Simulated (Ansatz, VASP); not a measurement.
N: VASP beside Ansatz

```
N
1.0
    -4.62582    0.00000    0.00000
    -2.31291   -4.00607    0.00000
    -0.38548    0.66768   17.22250
N
8
Direct
  0.20927 0.45739 0.74435
  0.27712 0.38954 0.33726
  0.21992 0.44675 0.68049
  0.28777 0.37890 0.27339
  0.64438 0.68895 0.13371
  0.57653 0.75680 0.54080
  0.65503 0.67831 0.06984
  0.58718 0.74616 0.47694
```

Alike in both runs: task single point; functional PBEsol; k mesh 6 × 6 × 2; occupations gaussian, width 0.05 eV; no spin polarisation.

```csv
,VASP,Ansatz
version,VASP 6.6.1,Ansatz 0.2.0
potentials or method,"VASP PAW PBE potentials, release 64 (N), cutoff 520 eV","scalar-relativistic, plane waves, PAW"
valence electrons in the cell,40,40
```

VASP gave:

```
gap on the k mesh at the Fermi level (eV)                     : 7.46
least direct gap on the mesh (eV)                             : 7.67
pressure (GPa)                                                : 1.3
traceless stress, the component that is largest in VASP (GPa) : 2.72
rms of the force components (eV/Å)                            : 1.090
```

Task: What did Ansatz give for the same quantities?

Result: gap on the k mesh at the Fermi level (eV): 7.51; least direct gap on the mesh (eV): 7.71; pressure (GPa): 0.0; traceless stress, the component that is largest in VASP (GPa): 0.00; rms of the force components (eV/Å): 0.005.

VASP's potentials were made for PBE, not for PBEsol. Atom by atom the forces differ by 1.086 eV/Å (rms over components). The functional is the same, so the differences come from potentials, cutoffs and numerics.

Noted on VASP's run: the standard files for N, O and F lose accuracy on very short bonds.
